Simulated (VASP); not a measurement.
# Ag (Fm-3m) in VASP: notebook

The runs below take Ag through single point, relaxation of cell and atoms, with PBEsol.

Everything below comes from runs of VASP 6.6.1. Logs are shortened: lines on timing, memory, paths and dates and some standing lists are left out, and cuts for length are marked.

### 1 The cell of the first run

It takes space group Fm-3m (No. 225, cubic). The conventional cell has a = 4.053 Å, b = 4.053 Å, c = 4.053 Å, α = 90.00°, β = 90.00°, γ = 90.00°. Within 3.8 Å of Ag (site symmetry m-3m) lie 12 Ag at 2.87 Å.

### 2 Single point, PBEsol

INCAR

```
SYSTEM = Ag
  PREC = Accurate
  ENCUT = 520
  EDIFF = 1E-6
  ISMEAR = 0
  SIGMA = 0.1
  LREAL = .False.
  LASPH = .True.
  NELM = 80
  ALGO = Fast
  ISIF = 2
  LWAVE = .False.
  LCHARG = .False.
  GGA = PS
  NBANDS = 12
```

KPOINTS

```
Automatic mesh
0
Gamma
  24 24 24
  0 0 0
```

POSCAR

```
Ag
1.0
    0.0000000000      2.0267494786      2.0267494786
    2.0267494786      0.0000000000      2.0267494786
    2.0267494786      2.0267494786      0.0000000000
Ag
1
Direct
    0.0000000000      0.0000000000      0.0000000000
```

Potentials or basis: VASP PAW PBE potentials, release 64 (Ag).

Command:

```
> cat potpaw_PBE.64/Ag/POTCAR > POTCAR
> mpirun -np 1 vasp_std > vasp.out
```

OUTCAR:

```text
SYSTEM = Ag
   PREC = Accurate
   ENCUT = 520
   EDIFF = 1E-6
   ISMEAR = 0
   LREAL = .False.
   LASPH = .True.
   NELM = 80
   ISIF = 2
   GGA = PS

 ion  position               nearest neighbor table
   1  0.000  0.000  0.000-

  LATTYP: Found a face centered cubic cell.
 ALAT       =     4.0534989572

  Lattice vectors:

 A1 = (   0.0000000000,   2.0267494786,   2.0267494786)
 A2 = (   2.0267494786,   0.0000000000,   2.0267494786)
 A3 = (   2.0267494786,   2.0267494786,   0.0000000000)

Analysis of symmetry for initial positions (statically):
=====================================================================
 Subroutine PRICEL returns:
 Original cell was already a primitive cell.

 Routine SETGRP: Setting up the symmetry group for a
 face centered cubic supercell.

 Subroutine GETGRP returns: Found 48 space group operations
 (whereof 48 operations were pure point group operations)
 out of a pool of 48 trial point group operations.

The static configuration has the point symmetry O_h .

Analysis of symmetry for dynamics (positions and initial velocities):
=====================================================================
 Subroutine PRICEL returns:
 Original cell was already a primitive cell.

 Routine SETGRP: Setting up the symmetry group for a
 face centered cubic supercell.

 Subroutine GETGRP returns: Found 48 space group operations
 (whereof 48 operations were pure point group operations)
 out of a pool of 48 trial point group operations.

The dynamic configuration has the point symmetry O_h .

 Subroutine INISYM returns: Found 48 space group operations
 (whereof 48 operations are pure point group operations),
 and found     1 'primitive' translations

----------------------------------------------------------------------------------------

                                     Primitive cell

  volume of cell :      16.6506

  direct lattice vectors                    reciprocal lattice vectors
     0.000000000  2.026749479  2.026749479    -0.246700446  0.246700446  0.246700446
     2.026749479  0.000000000  2.026749479     0.246700446 -0.246700446  0.246700446
     2.026749479  2.026749479  0.000000000     0.246700446  0.246700446 -0.246700446

  length of vectors
     2.866256600  2.866256600  2.866256600     0.427297706  0.427297706  0.427297706

  position of ions in fractional coordinates (direct lattice)
     0.000000000  0.000000000  0.000000000

  ion indices of the primitive-cell ions
   primitive index   ion index
                 1           1

----------------------------------------------------------------------------------------

 KPOINTS: Automatic mesh

Automatic generation of k-mesh.
 Grid dimensions read from file:
 generate k-points for:   24   24   24

 Generating k-lattice:

  Cartesian coordinates                     Fractional coordinates (reciprocal lattice)
    -0.010279185  0.010279185  0.010279185     0.041666667  0.000000000  0.000000000
     0.010279185 -0.010279185  0.010279185     0.000000000  0.041666667  0.000000000
     0.010279185  0.010279185 -0.010279185     0.000000000  0.000000000  0.041666667

  Length of vectors
     0.017804071  0.017804071  0.017804071

  Shift w.r.t. Gamma in fractional coordinates (k-lattice)
     0.000000000  0.000000000  0.000000000

 Subroutine IBZKPT returns following result:
 ===========================================

 Found    413 irreducible k-points:

 Following reciprocal coordinates:
            Coordinates               Weight
  0.000000  0.000000  0.000000      1.000000
  0.041667  0.000000  0.000000      8.000000
  0.083333  0.000000  0.000000      8.000000
  0.125000  0.000000  0.000000      8.000000
  0.166667  0.000000  0.000000      8.000000
  0.208333  0.000000  0.000000      8.000000
[... 16 lines left out ...]
  0.416667  0.041667  0.000000     24.000000
  0.458333  0.041667  0.000000     24.000000
 [... further k-points ...]
   k-points           NKPTS =    413   k-points in BZ     NKDIM =    413   number of bands    NBANDS=     12
   number of dos      NEDOS =    301   number of ions     NIONS =      1
   total plane-waves  NPLWV =  13824
   dimension x,y,z NGX =    24 NGY =   24 NGZ =   24
   dimension x,y,z NGXF=    48 NGYF=   48 NGZF=   48
   ions per type =               1
   NGX,Y,Z   is equivalent  to a cutoff of  13.92, 13.92, 13.92 a.u.
   NGXF,Y,Z  is equivalent  to a cutoff of  27.84, 27.84, 27.84 a.u.
 SYSTEM =  Ag
   PREC   = accura    normal or accurate (medium, high low for compatibility)
   ISTART =      0    job   : 0-new  1-cont  2-samecut
   ICHARG =      2    charge: 1-file 2-atom 10-const
   ISPIN  =      1    spin polarized calculation?
   LNONCOLLINEAR =      F non collinear calculations
   LSORBIT =      F    spin-orbit coupling
   LASPH  =      T    aspherical Exc in radial PAW
   ENCUT  =  520.0 eV  38.22 Ry    6.18 a.u.   5.33  5.33  5.33*2*pi/ulx,y,z
   NELM   =     80;   NELMIN=  2; NELMDL= -5     # of ELM steps
   EDIFF  = 0.1E-05   stopping-criterion for ELM
   LREAL  =      F    real-space projection
   EDIFFG = 0.1E-04   stopping-criterion for IOM
   NSW    =      0    number of steps for IOM
   IBRION =     -1    ionic relax: 0-MD 1-quasi-New 2-CG
   NFREE  =      0    steps in history (QN), initial steepest desc. (CG)
   ISIF   =      2    stress and relaxation
   ISYM   =      2    0-nonsym 1-usesym 2-fastsym
   POTIM  = 0.5000    time-step for ionic-motion
   TEBEG  =    0.0;   TEEND  =   0.0 temperature during run
   PSTRESS=    0.0 pullay stress
   NELECT =      11.0000    total number of electrons
   NUPDOWN=      -1.0000    fix difference up-down
   EMIN   =  10.00;   EMAX   =-10.00  energy-range for DOS
   EFERMI =   0.00;   METHOD = LEGACY
   ISMEAR =     0;   SIGMA  =   0.10  broadening in eV -4-tet -1-fermi 0-gaus
   EFERMI_NEDOS =   21; number of points for ismear=-14 and -15
   IALGO  =     68    algorithm
   IMIX   =      4    mixing-type and parameters
     AMIX     =   0.40;   BMIX     =  1.00
     AMIX_MAG =   1.60;   BMIX_MAG =  1.00
  volume/ion in A,a.u.               =      16.65       112.36
  Fermi-wavevector in a.u.,A,eV,Ry     =   1.425812  2.694394 27.659833  2.032940
  Thomas-Fermi vector in A             =   2.546156
   LORBIT       =      0    0 simple, 1 ext, 2 COOP (PROOUT), +10 PAW based schemes
   GGA     = PS    functional components
   LHFCALC =     F    Hartree Fock is set to
   AEXX    =    0.0000 exact exchange contribution
   IVDW    =     0    specifies the selected vdW correction
   LEPSILON=     F    determine dielectric tensor
   LRPA    =     F    only Hartree local field effects (RPA)
 non-spin polarized calculation
 RMM-DIIS sequential band-by-band and
 Gauss-broadening in eV      SIGMA  =   0.10
  energy-cutoff  :      520.00
  volume of cell :       16.65
 maximum number of plane-waves:       464
 NGX is ok and might be reduce to    24
   NGX = 11   NGY = 11   NGZ = 11

 number of electron      11.0000001 magnetization

 Free energy of the ion-electron system (eV)
  ---------------------------------------------------
  ext. energy  EPLUGINS =         0.00000000
  ---------------------------------------------------
  free energy    TOTEN  =        -3.31151367 eV

  energy without entropy =       -3.31047658  energy(sigma->0) =       -3.31099513

 E-fermi :   8.5787     XC(G=0): -12.5544

 val. band max:        8.5770565331   @ k =   0.5000   0.2500   0.0833
 cond. band min:       8.5794852750   @ k =   0.4167   0.4167   0.0000
 fundamental gap:      0.0024287419
 Fermi energy:         8.5786783737

 k-point     1 :       0.0000    0.0000    0.0000
  band No.  band energies     occupation
      1       0.5576      2.00000
      2       3.7058      2.00000
      3       3.7058      2.00000
      4       3.7058      2.00000
      5       4.7973      2.00000
      6       4.7973      2.00000
      7      24.6003      0.00000
      8      28.3134      0.00000
      9      28.3134      0.00000
     10      28.3134      0.00000
     11      33.1936      0.00000
     12      34.4772      0.00000

 k-point     2 :       0.0417    0.0000    0.0000
  band No.  band energies     occupation
      1       0.6133      2.00000
      2       3.6919      2.00000
      3       3.7219      2.00000
      4       3.7219      2.00000
      5       4.7908      2.00000
      6       4.7908      2.00000
      7      24.6214      0.00000
      8      27.8060      0.00000
      9      28.3414      0.00000
     10      28.3414      0.00000
     11      33.4056      0.00000
     12      34.4199      0.00000

 k-point     3 :       0.0833    0.0000    0.0000
  band No.  band energies     occupation
      1       0.7773      2.00000
      2       3.6549      2.00000
      3       3.7668      2.00000
      4       3.7668      2.00000
      5       4.7747      2.00000
      6       4.7747      2.00000
      7      24.6198      0.00000
      8      26.7174      0.00000
      9      28.4179      0.00000
     10      28.4179      0.00000
     11      32.9920      0.00000
     12      34.1668      0.00000

 k-point     4 :       0.1250    0.0000    0.0000
  band No.  band energies     occupation
      1       1.0384      2.00000
      2       3.6102      2.00000
      3       3.8293      2.00000
      4       3.8293      2.00000
      5       4.7603      2.00000
      6       4.7603      2.00000
      7      24.2204      0.00000
      8      25.7953      0.00000
      9      28.5196      0.00000
     10      28.5196      0.00000
     11      32.2774      0.00000
     12      33.7389      0.00000

 k-point     5 :       0.1667    0.0000    0.0000
  band No.  band energies     occupation
      1       1.3708      2.00000
      2       3.5901      2.00000
      3       3.8895      2.00000
      4       3.8895      2.00000
      5       4.7673      2.00000
      6       4.7673      2.00000
      7      23.0063      0.00000
      8      25.5383      0.00000
      9      28.6050      0.00000
     10      28.6050      0.00000
     11      31.7240      0.00000
     12      33.1644      0.00000
[... 228 lines left out ...]
      1       2.1721      2.00000
      2       3.8209      2.00000
      3       3.8747      2.00000
      4       4.5971      2.00000
      5       5.2745      2.00000
      6       5.3708      2.00000
      7      17.2070      0.00000
      8      24.6593      0.00000
      9      26.8968      0.00000
     10      28.4163      0.00000
     11      31.2300      0.00000
     12      32.2488      0.00000

 k-point    22 :       0.3750    0.0417    0.0000
  band No.  band energies     occupation
      1       2.1494      2.00000
      2       3.7619      2.00000
      3       3.8196      2.00000
      4       4.9991      2.00000
      5       5.4200      2.00000
      6       5.9668      2.00000
      7      15.6739      0.00000
      8      24.3471      0.00000
      9      26.6272      0.00000
     10      27.7102      0.00000
     11      31.5466      0.00000
     12      32.1233      0.00000

 k-point    23 :       0.4167    0.0417    0.0000
  band No.  band energies     occupation
      1       2.1081      2.00000
      2       3.7113      2.00000
      3       3.7693      2.00000
      4       5.2483      2.00000
      5       5.5381      2.00000
      6       6.7802      2.00000
      7      14.2566      0.00000
      8      24.0878      0.00000
      9      26.4261      0.00000
     10      27.1022      0.00000
     11      31.7501      0.00000
     12      32.0420      0.00000

 k-point    24 :       0.4583    0.0417    0.0000
  band No.  band energies     occupation
      1       2.0726      2.00000
      2       3.6768      2.00000
      3       3.7316      2.00000
      4       5.4065      2.00000
      5       5.6124      2.00000
      6       7.6140      2.00000
      7      13.0592      0.00000
      8      23.9074      0.00000
      9      26.3387      0.00000
     10      26.6313      0.00000
     11      31.8812      0.00000
     12      31.9794      0.00000

 [... further k-points ...]

------------------------ aborting loop because EDIFF is reached ----------------------------------------

  FORCE on cell =-STRESS in cart. coord.  units (eV):
  Direction    XX          YY          ZZ          XY          YZ          ZX
  --------------------------------------------------------------------------------------
  -------------------------------------------------------------------------------------
  Total       -0.0112348     -0.0112348     -0.0112348     -0.0000000     -0.0000000     -0.0000000
  in kB       -1.0810455     -1.0810455     -1.0810455     -0.0000000     -0.0000000     -0.0000000
  external PRESSURE =      -1.0810455 kB  Pullay stress =       0.0000000 kB

 VOLUME and BASIS-vectors are now :
 -----------------------------------------------------------------------------
  energy-cutoff  :      520.00
  volume of cell :       16.65
      direct lattice vectors                 reciprocal lattice vectors
     0.000000000  2.026749479  2.026749479    -0.246700446  0.246700446  0.246700446
     2.026749479  0.000000000  2.026749479     0.246700446 -0.246700446  0.246700446
     2.026749479  2.026749479  0.000000000     0.246700446  0.246700446 -0.246700446

 POSITION                                       TOTAL-FORCE (eV/Angst)
 -----------------------------------------------------------------------------------
      0.00000      0.00000      0.00000         0.000000      0.000000      0.000000
 -----------------------------------------------------------------------------------
    total drift:                               -0.000000      0.000000      0.000000

  FREE ENERGIE OF THE ION-ELECTRON SYSTEM (eV)
  ---------------------------------------------------
  free  energy   TOTEN  =        -3.3115136718 eV

  energy  without entropy=       -3.3104765850  energy(sigma->0) =       -3.31099513
```

Run time: 24 s. Hardware: 1 thread of Intel Xeon 6975P-C (Granite Rapids), shared host; peak memory 0.2 GiB.

What came out:

* Free energy: -3.3115 eV
* Pressure: -0.1 GPa

Caveat: the PAW data sets were made with another functional, which shifts forces and pressure a little.

(Part 1 of 2 ends here.)
